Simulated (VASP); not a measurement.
Runs of VASP 6.6.1 on LiBeF3. The structure is that of space group Amm2 (No. 38), or close to it. The cells are those of the table. 

| level | cell | gap on the mesh (eV) | largest force (eV/Å) |
| --- | --- | --- | --- |
| PBE | a = 2.768, b = 4.848, c = 4.848 Å, angles 65.3, 90.0, 90.0°, 5 atoms | 7.52 | 0.04 |
| r2SCAN | a = 2.768, b = 4.848, c = 4.848 Å, angles 65.3, 90.0, 90.0°, 5 atoms | (b) | 0.11 |
| PBE | a = 2.782, b = 4.922, c = 4.922 Å, angles 64.5, 90.0, 90.0°, 5 atoms | 7.44 | 0.04 |
| PBE | a = 2.730, b = 4.609, c = 4.609 Å, angles 68.1, 90.0, 90.0°, 5 atoms | (a) | 0.04 |
| PBE | a = 2.740, b = 4.693, c = 4.693 Å, angles 67.0, 90.0, 90.0°, 5 atoms | 7.68 | 0.03 |

Alike in all rows: task single point; potentials or basis VASP PAW PBE potentials, release 64 (Li_sv, Be, F); no spin polarisation; k mesh 8 × 6 × 6; cutoff (eV) 520; smearing gaussian 0.02 eV.

Problem. Fill in the values left out.

Solution. (a) 7.77; (b) 8.29.

Caveats: the PAW data sets were made with another functional, which shifts forces and pressure a little (some runs).

A k mesh can miss the band edges.
